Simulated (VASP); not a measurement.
Set up this calculation in VASP 6.6.1, as the native input.

```
Task                   : single point
Functional             : PBE
Potentials or basis    : VASP PAW PBE potentials, release 64 (B, N)
Cutoff                 : 520 eV
k mesh                 : 8 × 8 × 8
Occupations            : methfessel-paxton, width 0.5 eV
Spin                   : no spin polarisation
Dipole correction      : no
Further INCAR settings : ALGO = Normal; EDIFF = 1e-07; NBANDS = 11
```

The structure of BN lies in POSCAR:

```
BN
1.0
    2.3148041895      0.0000000000      0.0000000000
    0.0000000000      2.3148041895      0.0000000000
    0.0000000000      0.0000000000      2.3148041895
B N
1 1
Direct
    0.0000000000      0.0000000000      0.0000000000
    0.5000000000      0.5000000000      0.5000000000
```

One way to write it, as run:

INCAR

```
ALGO = Normal ; EDIFF = 1E-7
ENCUT = 520 ; GGA = PE
ISIF = 2 ; ISMEAR = 1
LASPH = True ; LCHARG = False
LREAL = False ; LWAVE = False
NBANDS = 11 ; NELM = 80
PREC = Accurate ; SIGMA = 0.5
```

KPOINTS

```
k-points
0
Gamma
  8 8 8
```

Potentials or basis: VASP PAW PBE potentials, release 64 (B, N).

Run with:

```bash
$ cat potpaw_PBE.64/B/POTCAR potpaw_PBE.64/N/POTCAR > POTCAR
$ mpirun -np 1 vasp_std > vasp.out
```

It gave:

- Pressure: 1.6 GPa
- Band gap on the k mesh: zero (band 4 reaches 9.95 eV, above the bottom of band 5 at 7.19 eV)

Run time: 2.3 s on 1 thread of Intel(R) Xeon(R) 6975P-C (Granite Rapids), with other jobs on the host, peak memory 0.11 GiB.
